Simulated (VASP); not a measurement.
Wanted: the native input for a VASP 6.6.1 run.

```yaml
Task: single point
Functional: r2SCAN
Potentials_or_basis: VASP PAW PBE potentials, release 64 (Re, Pt)
Cutoff: 520 eV
k_mesh: 7 × 7 × 7
Occupations: gaussian, width 0.05 eV
Spin: no spin polarisation
Hubbard_terms: Re d U = 2.0 eV
Dipole_correction: no
Further_INCAR_settings: ALGO = Normal; EDIFF = 1e-06; NBANDS = 20
```

The system is RePt2.

```
Re Pt
1.0
     0.00000    0.00000    3.90775
     2.74291    0.00000    0.00000
     1.37145    4.11137   -1.95387
Re Pt
1 2
Direct
  0.00000 0.00000 0.00000
  0.35300 0.64700 0.70600
  0.64700 0.35300 0.29400
```

These files were run (other wordings do the same):

POSCAR

```
RePt2
1.0
    0.0000000000      0.0000000000      3.9077452200
    2.7429078200      0.0000000000      0.0000000000
    1.3714539100      4.1113671800     -1.9538721100
Re Pt
1 2
Direct
    0.0000000000      0.0000000000      0.0000000000
    0.3530000000      0.6470000000      0.7060000000
    0.6470000000      0.3530000000      0.2940000000
```

INCAR.step1

```
ALGO = Normal
EDIFF = 1E-4
ENCUT = 520
GGA = PE
ISMEAR = 0
LASPH = T
LCHARG = F
LDAU = T
LDAUJ = 0 0
LDAUL = 2 -1
LDAUTYPE = 2
LDAUU = 2 0
LMAXMIX = 4
LREAL = F
LWAVE = T
NBANDS = 20
NELM = 150
PREC = Accurate
SIGMA = 0.05
```

INCAR.step2

```
ALGO = Normal
EDIFF = 1E-6
ENCUT = 520
ISIF = 2
ISMEAR = 0
ISTART = 1
LASPH = T
LCHARG = F
LDAU = T
LDAUJ = 0 0
LDAUL = 2 -1
LDAUPRINT = 1
LDAUTYPE = 2
LDAUU = 2 0
LMAXMIX = 4
LMIXTAU = T
LREAL = F
LWAVE = F
METAGGA = R2SCAN
NBANDS = 20
NELM = 150
PREC = Accurate
SIGMA = 0.05
```

KPOINTS

```
k-points
0
Gamma
  7 7 7
```

Potentials or basis: VASP PAW PBE potentials, release 64 (Re, Pt).

Run with:

```bash
$ cat potpaw_PBE.64/Re/POTCAR potpaw_PBE.64/Pt/POTCAR > POTCAR
$ cp INCAR.step1 INCAR
$ mpirun -np 1 vasp_std > vasp.out
$ cp INCAR.step2 INCAR
$ mpirun -np 1 vasp_std > vasp.out
```

It gave:

```json
{"Pressure": "15.1 GPa", "Largest force": "4.753 eV/Å", "Band gap on the k mesh": "zero (an odd number of electrons rules out a gap without spin polarisation)"}
```

Caveat: the stress differs along the axes, from 9 to 27 GPa; the PAW data sets were made with another functional, which shifts forces and pressure a little; spin-orbit coupling is left out, which moves the levels of the heavy elements; U without spin polarisation on a metal has little footing; the U is typed as a test and isn't derived for this compound.

Run time: 3.2 min on 1 thread of Intel(R) Xeon(R) Platinum 8259CL CPU @ 2.50GHz (Skylake/Cascade Lake), with other jobs on the host, peak memory 0.21 GiB.
